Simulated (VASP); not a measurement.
# Mg2NiSe3 (P-6m2) in VASP: single point with PBE

Aim: the single point of Mg2NiSe3 with PBE.

Everything below comes from runs of VASP 6.6.1. Logs are shortened: lines on timing, memory, paths and dates and some standing lists are left out, and cuts for length are marked.

**1. The cell of the first run**

The structure is hexagonal, space group P-6m2 (No. 187). Conventional cell: a = 3.833 Å, b = 3.833 Å, c = 18.111 Å, α = 90.00°, β = 90.00°, γ = 120.00°. Mg (site symmetry 3m) has 6 Se at 2.74 Å and 2 Mg at 3.24 Å within 3.6 Å. Within 3.6 Å of Mg (site symmetry 3m) lie 6 Se at 2.74 to 2.76 Å and 1 Ni at 2.87 Å and 1 Mg at 3.24 Å. Ni (site symmetry 3m) has 6 Se at 2.53 to 2.58 Å and 1 Ni at 2.64 Å and 1 Mg at 2.87 Å within 3.3 Å. Within 3.6 Å of Se (site symmetry 3m) lie 6 Mg at 2.74 Å. Se (site symmetry -6m2) has 6 Ni at 2.58 Å and 6 Se at 3.38 Å within 3.4 Å. Se (site symmetry 3m) has 3 Ni at 2.53 Å and 3 Mg at 2.76 Å and 3 Se at 3.38 Å within 3.4 Å. Se (site symmetry -6m2) has 6 Mg at 2.74 Å within 3.6 Å.

**2. Single point, PBE, collinear spin, antiferromagnetic start**

Input file INCAR:

```
SYSTEM = Mg2NiSe3
PREC = Accurate ; ENCUT = 520
EDIFF = 1E-6 ; ISMEAR = 0
SIGMA = 0.1 ; LREAL = .FALSE.
LASPH = .TRUE. ; NELM = 150
ALGO = Normal ; ISIF = 2
LWAVE = .FALSE. ; LCHARG = .FALSE.
ISPIN = 2 ; MAGMOM = 0 0 0 0 0.9 -0.9 0 0 0 0 0 0
LORBIT = 11 ; LMAXMIX = 4
GGA = PE ; NBANDS = 48
```

Input file KPOINTS:

```
regular mesh
0
G
  6 6 1
  0 0 0
```

Input file POSCAR:

```
Mg2NiSe3
1.0
    3.8331902000      0.0000000000      0.0000000000
   -1.9165951000      3.3196401000      0.0000000000
    0.0000000000      0.0000000000     18.1113920000
Mg Ni Se
4 2 6
Direct
    0.0000000000      0.0000000000      0.5894550000
    0.0000000000      0.0000000000      0.2315670000
    0.0000000000      0.0000000000      0.7684320000
    0.0000000000      0.0000000000      0.4105460000
    0.0000000000      0.0000000000      0.0729260000
    0.0000000000      0.0000000000      0.9270730000
    0.3333333000      0.6666667000      0.6790810000
    0.3333333000      0.6666667000      0.9999990000
    0.3333333000      0.6666667000      0.3209190000
    0.6666667000      0.3333333000      0.8592270000
    0.6666667000      0.3333333000      0.1407730000
    0.6666667000      0.3333333000      0.5000010000
```

Potentials or basis: VASP PAW PBE potentials, release 64 (Mg, Ni, Se).

Started as:

```bash
cat potpaw_PBE.64/Mg/POTCAR potpaw_PBE.64/Ni/POTCAR potpaw_PBE.64/Se/POTCAR > POTCAR
mpirun -np 1 vasp_std > vasp.out
```

OUTCAR:

```text
SYSTEM = Mg2NiSe3
   PREC = Accurate
   ENCUT = 520
   EDIFF = 1E-6
   ISMEAR = 0
   LREAL = .FALSE.
   LASPH = .TRUE.
   NELM = 150
   ISIF = 2
   ISPIN = 2
   LORBIT = 11
   GGA = PE

 ion  position               nearest neighbor table
   1  0.000  0.000  0.589-  12 2.74  12 2.74  12 2.74   7 2.74   7 2.74   7 2.74   4 3.24   3 3.24

   2  0.000  0.000  0.232-   9 2.74   9 2.74   9 2.74  11 2.76  11 2.76  11 2.76   5 2.87   4 3.24

   3  0.000  0.000  0.768-   7 2.74   7 2.74   7 2.74  10 2.76  10 2.76  10 2.76   6 2.87   1 3.24
[... 7 lines left out ...]
   7  0.333  0.667  0.679-   3 2.74   3 2.74   3 2.74   1 2.74   1 2.74   1 2.74
   8  0.333  0.667  1.000-   6 2.58   6 2.58   6 2.58   5 2.58   5 2.58   5 2.58
   9  0.333  0.667  0.321-   2 2.74   2 2.74   2 2.74   4 2.74   4 2.74   4 2.74
  10  0.667  0.333  0.859-   6 2.53   6 2.53   6 2.53   3 2.76   3 2.76   3 2.76
  11  0.667  0.333  0.141-   5 2.53   5 2.53   5 2.53   2 2.76   2 2.76   2 2.76
  12  0.667  0.333  0.500-   1 2.74   1 2.74   1 2.74   4 2.74   4 2.74   4 2.74

  LATTYP: Found a hexagonal cell.
 ALAT       =     3.8331902000
 C/A-ratio  =     4.7248873797

  Lattice vectors:

 A1 = (   3.8331902000,   0.0000000000,   0.0000000000)
 A2 = (  -1.9165951000,   3.3196401000,   0.0000000000)
 A3 = (   0.0000000000,   0.0000000000,  18.1113920000)

Analysis of symmetry for initial positions (statically):
=====================================================================
 Subroutine PRICEL returns:
 Original cell was already a primitive cell.

 Routine SETGRP: Setting up the symmetry group for a
 hexagonal supercell.

 Subroutine GETGRP returns: Found 12 space group operations
 (whereof 12 operations were pure point group operations)
 out of a pool of 24 trial point group operations.

The static configuration has the point symmetry D_3h.

Analysis of symmetry for dynamics (positions and initial velocities):
=====================================================================
 Subroutine PRICEL returns:
 Original cell was already a primitive cell.

 Routine SETGRP: Setting up the symmetry group for a
 hexagonal supercell.

 Subroutine GETGRP returns: Found 12 space group operations
 (whereof 12 operations were pure point group operations)
 out of a pool of 24 trial point group operations.

The dynamic configuration has the point symmetry D_3h.

Analysis of structural, dynamic, and magnetic symmetry:
=====================================================================
 Subroutine PRICEL returns:
 Original cell was already a primitive cell.

 Routine SETGRP: Setting up the symmetry group for a
 hexagonal supercell.

 Subroutine GETGRP returns: Found 12 space group operations
 (whereof 12 operations were pure point group operations)
 out of a pool of 24 trial point group operations.

The overall configuration has the point symmetry D_3h.

 Subroutine INISYM returns: Found 12 space group operations
 (whereof 12 operations are pure point group operations),
 and found     1 'primitive' translations

----------------------------------------------------------------------------------------

                                     Primitive cell

  volume of cell :     230.4641

  direct lattice vectors                    reciprocal lattice vectors
     3.833190200  0.000000000  0.000000000     0.260879306  0.150618737  0.000000000
    -1.916595100  3.319640100  0.000000000     0.000000000  0.301237475  0.000000000
     0.000000000  0.000000000 18.111392000     0.000000000  0.000000000  0.055213868

  length of vectors
     3.833190200  3.833190208 18.111392000     0.301237475  0.301237475  0.055213868

  position of ions in fractional coordinates (direct lattice)
     0.000000000  0.000000000  0.589455000
     0.000000000  0.000000000  0.231567000
     0.000000000  0.000000000  0.768432000
     0.000000000  0.000000000  0.410546000
     0.000000000  0.000000000  0.072926000
     0.000000000  0.000000000  0.927073000
     0.333333300  0.666666700  0.679081000
[... 70 lines left out ...]
   LSORBIT =      F    spin-orbit coupling
   LASPH  =      T    aspherical Exc in radial PAW
   ENCUT  =  520.0 eV  38.22 Ry    6.18 a.u.   7.13  7.13 33.68*2*pi/ulx,y,z
   NELM   =    150;   NELMIN=  2; NELMDL= -5     # of ELM steps
   EDIFF  = 0.1E-05   stopping-criterion for ELM
   LREAL  =      F    real-space projection
   EDIFFG = 0.1E-04   stopping-criterion for IOM
   NSW    =      0    number of steps for IOM
   IBRION =     -1    ionic relax: 0-MD 1-quasi-New 2-CG
   NFREE  =      0    steps in history (QN), initial steepest desc. (CG)
   ISIF   =      2    stress and relaxation
   ISYM   =      2    0-nonsym 1-usesym 2-fastsym
   POTIM  = 0.5000    time-step for ionic-motion
   TEBEG  =    0.0;   TEEND  =   0.0 temperature during run
   PSTRESS=    0.0 pullay stress
   NELECT =      64.0000    total number of electrons
   NUPDOWN=      -1.0000    fix difference up-down
   EMIN   =  10.00;   EMAX   =-10.00  energy-range for DOS
   EFERMI =   0.00;   METHOD = LEGACY
   ISMEAR =     0;   SIGMA  =   0.10  broadening in eV -4-tet -1-fermi 0-gaus
   EFERMI_NEDOS =   21; number of points for ismear=-14 and -15
   IALGO  =     38    algorithm
   IMIX   =      4    mixing-type and parameters
     AMIX     =   0.40;   BMIX     =  1.00
     AMIX_MAG =   1.60;   BMIX_MAG =  1.00
  volume/ion in A,a.u.               =      19.21       129.60
  Fermi-wavevector in a.u.,A,eV,Ry     =   1.068072  2.018363 15.521216  1.140777
  Thomas-Fermi vector in A             =   2.203708
   LORBIT       =     11    0 simple, 1 ext, 2 COOP (PROOUT), +10 PAW based schemes
   GGA     = PE    functional components
   LHFCALC =     F    Hartree Fock is set to
   AEXX    =    0.0000 exact exchange contribution
   IVDW    =     0    specifies the selected vdW correction
   LEPSILON=     F    determine dielectric tensor
   LRPA    =     F    only Hartree local field effects (RPA)
 spin polarized calculation
 Gauss-broadening in eV      SIGMA  =   0.10
  energy-cutoff  :      520.00
  volume of cell :      230.46
 maximum number of plane-waves:      6252
 NGX is ok and might be reduce to    30
   NGX = 15   NGY = 15   NGZ = 67

 number of electron      64.0000000 magnetization      -0.0000000

 number of electron      63.9999968 magnetization       0.0000000

 Free energy of the ion-electron system (eV)
  ---------------------------------------------------
  ext. energy  EPLUGINS =         0.00000000
  ---------------------------------------------------
  free energy    TOTEN  =       -48.16439427 eV

  energy without entropy =      -48.16275024  energy(sigma->0) =      -48.16357226

 E-fermi :   4.9095     XC(G=0):  -9.8980

 val. band max:        4.7899992503   @ k =   0.0000   0.0000   0.0000
 cond. band min:       5.0622767415   @ k =   0.1667  -0.0000   0.0000
 fundamental gap:      0.2722774912
 Fermi energy:         4.9094522200

 spin component 1

 k-point     1 :       0.0000    0.0000    0.0000
  band No.  band energies     occupation
      1      -9.8181      1.00000
      2      -9.0554      1.00000
      3      -9.0461      1.00000
      4      -8.5518      1.00000
      5      -8.4153      1.00000
      6      -7.9735      1.00000
[... 318 lines left out ...]
     43      10.7465      0.00000
     44      11.0400      0.00000
 Fermi energy:         4.9094522200

 spin component 2

 k-point     1 :       0.0000    0.0000    0.0000
  band No.  band energies     occupation
      1      -9.8183      1.00000
      2      -9.0563      1.00000
      3      -9.0452      1.00000
      4      -8.5518      1.00000
      5      -8.4153      1.00000
      6      -7.9733      1.00000
[... 318 lines left out ...]
     43      10.7460      0.00000
     44      11.0403      0.00000
 [bands above 44 left out]

------------------------ aborting loop because EDIFF is reached ----------------------------------------

  FORCE on cell =-STRESS in cart. coord.  units (eV):
  Direction    XX          YY          ZZ          XY          YZ          ZX
  --------------------------------------------------------------------------------------
  -------------------------------------------------------------------------------------
  Total       -0.0136091     -0.0136091     -0.3149949      0.0000000      0.0000000      0.0000000
  in kB       -0.0946099     -0.0946099     -2.1898326      0.0000000      0.0000000      0.0000000
  external PRESSURE =      -0.7930175 kB  Pullay stress =       0.0000000 kB

 VOLUME and BASIS-vectors are now :
 -----------------------------------------------------------------------------
  energy-cutoff  :      520.00
  volume of cell :      230.46
      direct lattice vectors                 reciprocal lattice vectors
     3.833190200  0.000000000  0.000000000     0.260879306  0.150618737  0.000000000
    -1.916595100  3.319640100  0.000000000     0.000000000  0.301237475  0.000000000
     0.000000000  0.000000000 18.111392000     0.000000000  0.000000000  0.055213868

 POSITION                                       TOTAL-FORCE (eV/Angst)
 -----------------------------------------------------------------------------------
      0.00000      0.00000     10.67585         0.000000      0.000000      0.010753
      0.00000      0.00000      4.19400         0.000000      0.000000     -0.021955
      0.00000      0.00000     13.91737         0.000000      0.000000      0.021955
      0.00000      0.00000      7.43556         0.000000      0.000000     -0.010753
      0.00000      0.00000      1.32079         0.000000      0.000000      0.001622
      0.00000      0.00000     16.79058         0.000000      0.000000     -0.001622
     -0.00000      2.21309     12.29910         0.000000     -0.000000     -0.005205
     -0.00000      2.21309     18.11137        -0.000000      0.000000     -0.000000
     -0.00000      2.21309      5.81229         0.000000     -0.000000      0.005205
      1.91660      1.10655     15.56180         0.000000      0.000000     -0.043277
      1.91660      1.10655      2.54959         0.000000      0.000000      0.043277
      1.91660      1.10655      9.05571         0.000000      0.000000     -0.000000
 -----------------------------------------------------------------------------------
    total drift:                                0.000004     -0.000002      0.007546

  FREE ENERGIE OF THE ION-ELECTRON SYSTEM (eV)
  ---------------------------------------------------
  free  energy   TOTEN  =       -48.1643942684 eV

  energy  without entropy=      -48.1627502418  energy(sigma->0) =      -48.16357226

 total charge

# of ion       s       p       d       tot
------------------------------------------
    1        0.142   0.123   0.034   0.300
    2        0.145   0.125   0.034   0.304
    3        0.145   0.125   0.034   0.304
    4        0.142   0.123   0.034   0.300
    5        0.363   0.384   8.353   9.100
    6        0.363   0.384   8.353   9.100
    7        1.437   2.482   0.014   3.933
    8        1.485   2.213   0.061   3.759
    9        1.437   2.482   0.014   3.933
   10        1.446   2.387   0.039   3.872
   11        1.446   2.387   0.039   3.872
   12        1.436   2.486   0.013   3.935
--------------------------------------------------
tot          9.986  15.702  17.022  42.711

 magnetization (x)

# of ion       s       p       d       tot
------------------------------------------
    1       -0.000  -0.000  -0.000  -0.001
    2        0.003   0.003   0.001   0.007
    3       -0.003  -0.003  -0.001  -0.007
    4        0.000   0.000   0.000   0.001
    5       -0.004  -0.009   0.795   0.782
    6        0.004   0.009  -0.795  -0.782
    7       -0.001  -0.006  -0.000  -0.007
    8        0.000   0.000   0.000   0.000
    9        0.001   0.006   0.000   0.007
   10       -0.013  -0.087  -0.001  -0.102
   11        0.013   0.087   0.001   0.102
   12        0.000   0.000   0.000   0.000
--------------------------------------------------
tot          0.000   0.000   0.000   0.000
```

Run time: 6.5 min. Hardware: 1 thread of Intel Xeon 8259CL, shared host; peak memory 0.5 GiB.

What came out:

* Free energy: -48.1644 eV
* Pressure: -0.1 GPa
* Largest force: 0.043 eV/Å
* Band gap on the k mesh: 0.27 eV (least direct gap 0.43 eV)
* Net moment: 0.00 μB per cell
* Site moments: Mg -0.00, +0.01, -0.01, +0.00; Ni +0.78, -0.78; Se -0.01, +0.00, +0.01, -0.10, +0.10 (each value once) μB
* Valence electrons inside the program's atomic spheres: Mg 0.30; Ni 9.10; Se 3.93, 3.76, 3.87, 3.94 (each value once)

Forces in eV/Å, atoms in the order of the input:
```
Mg   0.000  0.000  0.011
Mg   0.000  0.000 -0.022
Mg   0.000  0.000  0.022
Mg   0.000  0.000 -0.011
Ni   0.000  0.000  0.002
Ni   0.000  0.000 -0.002
Se   0.000  0.000 -0.005
Se   0.000  0.000  0.000
Se   0.000  0.000  0.005
Se   0.000  0.000 -0.043
Se   0.000  0.000  0.043
Se   0.000  0.000  0.000
```

Stress tensor (GPa, compression positive):
```
-0.01  0.00  0.00
 0.00 -0.01  0.00
 0.00  0.00 -0.22
```

Caveat: the antiferromagnetic order is the one typed at the start, and another may lie lower; semilocal functionals underestimate gaps, and a narrow one can read as zero.
